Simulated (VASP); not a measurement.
# Be3RuN (Pm-3m) in VASP: single point with PBEsol

Aim: the single point of Be3RuN with PBEsol.

Program: VASP 6.6.1. These are calculated values, not measurements. Logs are shortened: lines on timing, memory, paths and dates and some standing lists are left out, and cuts for length are marked.

### 1 The cell of the first run

It takes space group Pm-3m (No. 221, cubic). The conventional cell has a = 3.580 Å, b = 3.580 Å, c = 3.580 Å, α = 90.00°, β = 90.00°, γ = 90.00°. Within 3.3 Å of Ru (site symmetry m-3m) lie 12 Be at 2.53 Å and 8 N at 3.10 Å. Within 2.4 Å of Be (site symmetry 4/mmm) lie 2 N at 1.79 Å. Within 2.4 Å of N (site symmetry m-3m) lie 6 Be at 1.79 Å.

### 2 Single point, PBEsol, non-collinear spin, typed start, spin-orbit coupling

Input file INCAR:

```
PREC = Accurate
ENCUT = 520
EDIFF = 1E-7
ISMEAR = -1
SIGMA = 0.1
LREAL = False
LASPH = True
NELM = 150
ALGO = Normal
ISIF = 2
LWAVE = False
LCHARG = True
MAGMOM = 0 0 2 0 0 0 0 0 0 0 0 0 0 0 0
LORBIT = 11
LSORBIT = True
GGA_COMPAT = False
LORBMOM = True
LMAXMIX = 4
GGA = PS
LVHAR = True
NBANDS = 40
```

Input file KPOINTS:

```
Automatic mesh
0
Gamma
  9 9 9
```

Input file POSCAR:

```
Be3RuN
1.0
    3.5796399800      0.0000000000      0.0000000000
    0.0000000000      3.5796399800      0.0000000000
    0.0000000000      0.0000000000      3.5796399800
Ru Be N
1 3 1
Direct
    0.0000000000      0.0000000000      0.0000000000
    0.0000000000      0.5000000000      0.5000000000
    0.5000000000      0.0000000000      0.5000000000
    0.5000000000      0.5000000000      0.0000000000
    0.5000000000      0.5000000000      0.5000000000
```

Potentials or basis: VASP PAW PBE potentials, release 64 (Ru_pv, Be, N).

The run is started by

```
cat potpaw_PBE.64/Ru_pv/POTCAR potpaw_PBE.64/Be/POTCAR potpaw_PBE.64/N/POTCAR > POTCAR
mpirun -np 1 vasp_ncl > vasp.out
```

OUTCAR:

```text
PREC = Accurate
   ENCUT = 520
   EDIFF = 1E-7
   ISMEAR = -1
   LREAL = False
   LASPH = True
   NELM = 150
   ISIF = 2
   LORBIT = 11
   LSORBIT = True
   GGA = PS

 ion  position               nearest neighbor table
   1  0.000  0.000  0.000-   2 2.53   3 2.53   4 2.53   2 2.53   3 2.53   2 2.53   4 2.53   2 2.53
                             3 2.53   4 2.53   3 2.53   4 2.53
   2  0.000  0.500  0.500-   5 1.79   5 1.79   1 2.53   1 2.53   1 2.53   1 2.53
   3  0.500  0.000  0.500-   5 1.79   5 1.79   1 2.53   1 2.53   1 2.53   1 2.53
   4  0.500  0.500  0.000-   5 1.79   5 1.79   1 2.53   1 2.53   1 2.53   1 2.53
   5  0.500  0.500  0.500-   2 1.79   3 1.79   4 1.79   4 1.79   3 1.79   2 1.79

  LATTYP: Found a simple cubic cell.
 ALAT       =     3.5796399800

  Lattice vectors:

 A1 = (   3.5796399800,   0.0000000000,   0.0000000000)
 A2 = (   0.0000000000,   3.5796399800,   0.0000000000)
 A3 = (   0.0000000000,   0.0000000000,   3.5796399800)

Analysis of symmetry for initial positions (statically):
=====================================================================
 Subroutine PRICEL returns:
 Original cell was already a primitive cell.

 Routine SETGRP: Setting up the symmetry group for a
 simple cubic supercell.

 Subroutine GETGRP returns: Found 48 space group operations
 (whereof 48 operations were pure point group operations)
 out of a pool of 48 trial point group operations.

The static configuration has the point symmetry O_h .

Analysis of symmetry for dynamics (positions and initial velocities):
=====================================================================
 Subroutine PRICEL returns:
 Original cell was already a primitive cell.

 Routine SETGRP: Setting up the symmetry group for a
 simple cubic supercell.

 Subroutine GETGRP returns: Found 48 space group operations
 (whereof 48 operations were pure point group operations)
 out of a pool of 48 trial point group operations.

The dynamic configuration has the point symmetry O_h .

Analysis of structural, dynamic, and magnetic symmetry:
=====================================================================
 Subroutine PRICEL returns:
 Original cell was already a primitive cell.

 Routine SETGRP: Setting up the symmetry group for a
 simple cubic supercell.

 Subroutine GETGRP returns: Found  8 space group operations
 (whereof  8 operations were pure point group operations)
 out of a pool of 48 trial point group operations.

The overall configuration has the point symmetry C_4h.

 Subroutine INISYM returns: Found  8 space group operations
 (whereof  8 operations are pure point group operations),
 and found     1 'primitive' translations

----------------------------------------------------------------------------------------

                                     Primitive cell

  volume of cell :      45.8689

  direct lattice vectors                    reciprocal lattice vectors
     3.579639980  0.000000000  0.000000000     0.279357702  0.000000000  0.000000000
     0.000000000  3.579639980  0.000000000     0.000000000  0.279357702  0.000000000
     0.000000000  0.000000000  3.579639980     0.000000000  0.000000000  0.279357702

  length of vectors
     3.579639980  3.579639980  3.579639980     0.279357702  0.279357702  0.279357702

  position of ions in fractional coordinates (direct lattice)
     0.000000000  0.000000000  0.000000000
     0.000000000  0.500000000  0.500000000
     0.500000000  0.000000000  0.500000000
     0.500000000  0.500000000  0.000000000
     0.500000000  0.500000000  0.500000000

  ion indices of the primitive-cell ions
   primitive index   ion index
                 1           1
                 2           2
                 3           3
                 4           4
                 5           5

----------------------------------------------------------------------------------------

 KPOINTS: Automatic mesh

[... 121 lines left out ...]
 cond. band min:       7.8629201140   @ k =   0.4444   0.4444   0.4444
 fundamental gap:      0.0095467384
 Fermi energy:         7.8549083179

 k-point     1 :       0.0000    0.0000    0.0000
  band No.  band energies     occupation
      1     -35.8609      1.00000
      2     -35.8608      1.00000
      3     -32.5963      1.00000
      4     -32.5962      1.00000
      5     -32.5961      1.00000
      6     -32.5960      1.00000
[... 949 lines left out ...]
     36      15.1276      0.00000
     37      15.1929      0.00000

 [... further k-points ...]

 [bands above 37 left out]

------------------------ aborting loop because EDIFF is reached ----------------------------------------

  FORCE on cell =-STRESS in cart. coord.  units (eV):
  Direction    XX          YY          ZZ          XY          YZ          ZX
  --------------------------------------------------------------------------------------
  -------------------------------------------------------------------------------------
  Total       -3.1227845     -3.1227845     -3.1227554      0.0000000      0.0000000      0.0000000
  in kB     -109.0773427   -109.0773427   -109.0763273      0.0000012      0.0000000      0.0000000
  external PRESSURE =    -109.0770042 kB  Pullay stress =       0.0000000 kB

 VOLUME and BASIS-vectors are now :
 -----------------------------------------------------------------------------
  energy-cutoff  :      520.00
  volume of cell :       45.87
      direct lattice vectors                 reciprocal lattice vectors
     3.579639980  0.000000000  0.000000000     0.279357702  0.000000000  0.000000000
     0.000000000  3.579639980  0.000000000     0.000000000  0.279357702  0.000000000
     0.000000000  0.000000000  3.579639980     0.000000000  0.000000000  0.279357702

 POSITION                                       TOTAL-FORCE (eV/Angst)
 -----------------------------------------------------------------------------------
      0.00000      0.00000      0.00000         0.000000      0.000000      0.000000
      0.00000      1.78982      1.78982         0.000000      0.000000      0.000000
      1.78982      0.00000      1.78982         0.000000      0.000000      0.000000
      1.78982      1.78982      0.00000         0.000000      0.000000      0.000000
      1.78982      1.78982      1.78982         0.000000      0.000000      0.000000
 -----------------------------------------------------------------------------------
    total drift:                               -0.000000      0.000000      0.000000

  FREE ENERGIE OF THE ION-ELECTRON SYSTEM (eV)
  ---------------------------------------------------
  free  energy   TOTEN  =       -31.0010628633 eV

  energy  without entropy=      -30.9220350867  energy(sigma->0) =      -30.96154897

 orbital moment (x)

 # of ion     p       d       tot
 ----------------------------------------
  1         0.000  -0.000  -0.000
  2         0.000   0.000   0.000
  3         0.000   0.000   0.000
  4         0.000   0.000   0.000
  5         0.000   0.000   0.000
 ----------------------------------------
            0.000  -0.000  -0.000

 orbital moment (y)

 # of ion     p       d       tot
 ----------------------------------------
  1         0.000  -0.000  -0.000
  2         0.000   0.000   0.000
  3         0.000   0.000   0.000
  4         0.000   0.000   0.000
  5         0.000   0.000   0.000
 ----------------------------------------
            0.000  -0.000  -0.000

 orbital moment (z)

 # of ion     p       d       tot
 ----------------------------------------
  1        -0.000   0.000   0.000
  2         0.000   0.000   0.000
  3         0.000   0.000   0.000
  4         0.000   0.000   0.000
  5        -0.000   0.000  -0.000
 ----------------------------------------
           -0.000   0.000   0.000

 Spin-Orbit-Coupling matrix elements

 Ion:    1  E_soc:     -0.2716311
 l=   1
     0.0000000    -0.0369260    -0.0369260
    -0.0369260     0.0000000    -0.0369260
    -0.0369260    -0.0369260     0.0000000
 l=   2
     0.0000000    -0.0013510     0.0000000    -0.0013510    -0.0069949
    -0.0013510     0.0000000    -0.0052462    -0.0013510    -0.0017487
     0.0000000    -0.0052462     0.0000000    -0.0052462     0.0000000
    -0.0013510    -0.0013510    -0.0052462     0.0000000    -0.0017487
    -0.0069949    -0.0017487     0.0000000    -0.0017487     0.0000000
 l=   3
     0.0000000     0.0000000     0.0000000     0.0000000     0.0000000     0.0000000     0.0000000
     0.0000000     0.0000000     0.0000000     0.0000000     0.0000000     0.0000000     0.0000000
     0.0000000     0.0000000     0.0000000     0.0000000     0.0000000     0.0000000     0.0000000
     0.0000000     0.0000000     0.0000000     0.0000000     0.0000000     0.0000000     0.0000000
[... 69 lines left out ...]
 l=   2
     0.0000000     0.0000000     0.0000000     0.0000000     0.0000000
     0.0000000     0.0000000     0.0000000     0.0000000     0.0000000
     0.0000000     0.0000000     0.0000000     0.0000000     0.0000000
     0.0000000     0.0000000     0.0000000     0.0000000     0.0000000
     0.0000000     0.0000000     0.0000000     0.0000000     0.0000000
 l=   3
     0.0000000     0.0000000     0.0000000     0.0000000     0.0000000     0.0000000     0.0000000
     0.0000000     0.0000000     0.0000000     0.0000000     0.0000000     0.0000000     0.0000000
     0.0000000     0.0000000     0.0000000     0.0000000     0.0000000     0.0000000     0.0000000
     0.0000000     0.0000000     0.0000000     0.0000000     0.0000000     0.0000000     0.0000000
     0.0000000     0.0000000     0.0000000     0.0000000     0.0000000     0.0000000     0.0000000
     0.0000000     0.0000000     0.0000000     0.0000000     0.0000000     0.0000000     0.0000000
     0.0000000     0.0000000     0.0000000     0.0000000     0.0000000     0.0000000     0.0000000

 total charge

# of ion       s       p       d       tot
------------------------------------------
    1        0.329   6.136   6.278  12.743
    2        0.379   0.648   0.000   1.027
    3        0.379   0.648   0.000   1.027
    4        0.379   0.648   0.000   1.027
    5        1.281   2.484   0.000   3.765
--------------------------------------------------
tot          2.748  10.564   6.278  19.590

 magnetization (x)

# of ion       s       p       d       tot
------------------------------------------
    1       -0.000   0.000   0.000  -0.000
    2       -0.000   0.000   0.000  -0.000
    3        0.000   0.000   0.000   0.000
    4        0.000   0.000   0.000   0.000
    5        0.000  -0.000   0.000  -0.000
--------------------------------------------------
tot         -0.000  -0.000   0.000  -0.000

 magnetization (y)

# of ion       s       p       d       tot
------------------------------------------
    1        0.000   0.000  -0.000  -0.000
    2       -0.000   0.000   0.000   0.000
    3        0.000   0.000   0.000   0.000
    4       -0.000  -0.000   0.000  -0.000
    5        0.000   0.000   0.000   0.000
--------------------------------------------------
tot          0.000   0.000  -0.000  -0.000

 magnetization (z)

# of ion       s       p       d       tot
------------------------------------------
    1        0.000   0.000   0.000   0.000
    2       -0.000  -0.000   0.000  -0.000
    3       -0.000  -0.000   0.000  -0.000
    4       -0.000  -0.000   0.000  -0.000
    5        0.000   0.000   0.000   0.000
--------------------------------------------------
tot         -0.000   0.000   0.000   0.000
```

Run time: 8 min. Hardware: 1 thread of Intel Xeon 6975P-C, shared host; peak memory 0.44 GiB.

Results:

| Item | Value |
| --- | --- |
| Free energy | -31.0011 eV |
| Pressure | -10.9 GPa |
| Net moment | 0.00 μB per cell |
| Valence electrons inside the program's atomic spheres | Ru 12.74; Be 1.03; N 3.77 |

Moments on the atoms (μB; x, y, z):
```
Ru  0.00 0.00 0.00
Be  0.00 0.00 0.00
Be  0.00 0.00 0.00
Be  0.00 0.00 0.00
N   0.00 0.00 0.00
```

Caveat: the PAW data sets were made with another functional, which shifts forces and pressure a little.
